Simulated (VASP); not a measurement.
Write the native input for VASP 6.6.1 that does the following.

- Task: single point
- Functional: PBE
- Potentials or basis: VASP PAW PBE potentials, release 64 (Re, F)
- Cutoff: 520 eV
- k mesh: 6 × 6 × 6
- Occupations: gaussian, width 0.1 eV
- Spin: collinear spin, ferromagnetic start
- Starting moments: [1.0, 0.0, 0.0] μB
- Dipole correction: no
- Further INCAR settings: ALGO = Normal; EDIFF = 1e-06; NBANDS = 22

The structure of ReF2 lies in POSCAR:

```
ReF2
1.0
    0.0000000000      2.5920153546      2.5920153546
    2.5920153546      0.0000000000      2.5920153546
    2.5920153546      2.5920153546      0.0000000000
Re F
1 2
Direct
    0.0000000000      0.0000000000      0.0000000000
    0.2500000000      0.2500000000      0.2500000000
    0.7500000000      0.7500000000      0.7500000000
```

These files were run (other wordings do the same):

INCAR

```
ALGO = Normal ; EDIFF = 1E-6
ENCUT = 520 ; GGA = PE
ISIF = 2 ; ISMEAR = 0
ISPIN = 2 ; LASPH = True
LCHARG = False ; LMAXMIX = 4
LORBIT = 11 ; LREAL = False
LWAVE = False ; MAGMOM = 1 0 0
NBANDS = 22 ; NELM = 150
PREC = Accurate ; SIGMA = 0.1
```

KPOINTS

```
k-points
0
Gamma
  6 6 6
```

Potentials or basis: VASP PAW PBE potentials, release 64 (Re, F).

Launch:

```sh
$ cat potpaw_PBE.64/Re/POTCAR potpaw_PBE.64/F/POTCAR > POTCAR
$ mpirun -np 1 vasp_std > vasp.out
```

Results of the run:

| Property | Result |
| --- | --- |
| Pressure | 8.9 GPa |
| Net moment | 0.87 μB per cell |
| Site moments | Re +0.80; F +0.01 μB |
| Valence electrons inside the program's atomic spheres | Re 5.42; F 6.06 |

It took 14 s on 1 thread of Intel(R) Xeon(R) 6975P-C (Granite Rapids), with other jobs on the host, peak memory 0.17 GiB.
